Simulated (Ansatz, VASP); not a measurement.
Cd: VASP beside Ansatz

INCAR

```
PREC = Accurate
ENCUT = 520
EDIFF = 1E-6
ISMEAR = -1
SIGMA = 0.1
LREAL = F
LASPH = T
NELM = 100
ALGO = Normal
ISIF = 2
LWAVE = F
LCHARG = F
GGA = PS
NBANDS = 12
```

File KPOINTS:

```
regular mesh
0
Gamma
  15 15 15
```

POSCAR

```
Cd
1.0
   -1.7480464373      1.7480464373      1.7480464373
    1.7480464373     -1.7480464373      1.7480464373
    1.7480464373      1.7480464373     -1.7480464373
Cd
1
Direct
    0.0000000000      0.0000000000      0.0000000000
```

Input for Ansatz:

```yaml
crystal:
  lattice:
    - [-1.7480464373, 1.7480464373, 1.7480464373]
    - [1.7480464373, -1.7480464373, 1.7480464373]
    - [1.7480464373, 1.7480464373, -1.7480464373]
  atoms:
    - { symbol: Cd, position: [0.0, 0.0, 0.0] }
kpoints:
  mp_grid: { grid: [15, 15, 15] }
  band_path:
    path:
      - [0.0, 0.0, 0.0]
      - [0.5, -0.5, 0.5]
      - [0.0, 0.0, 0.5]
      - [0.0, 0.0, 0.0]
      - [0.25, 0.25, 0.25]
      - [0.5, -0.5, 0.5]
      - [0.25, 0.25, 0.25]
      - [0.0, 0.0, 0.5]
    npoints: 14
scf:
  occupations: { method: fermi_dirac, width: 0.1 }
hamiltonian:
  xc: pbesol
  pseudopotentials: { kind: all_electron, lapw: { basis_error: 0.001 } }
output:
  forces: true
  stress: true
  eigenvalues: true
  populations: true
  dos: { projected: true, de: 0.2, e_range: [-14, 8] }
```

Alike in both runs: task single point; functional PBEsol; k mesh 15 × 15 × 15; occupations fermi-dirac, width 0.1 eV; no spin polarisation.

|  | VASP | Ansatz |
| --- | --- | --- |
| version | VASP 6.6.1 | Ansatz 0.2.0 |
| potentials or method | VASP PAW PBE potentials, release 64 (Cd), cutoff 520 eV | all-electron LAPW, scalar-relativistic |

|  | VASP | Ansatz | Ansatz less VASP |
| --- | --- | --- | --- |
| pressure (GPa) | 0.3 | 0.0 | -0.32 |

VASP's potentials were made for PBE, not for PBEsol. Ansatz ran all-electron here, and VASP with PAW potentials.
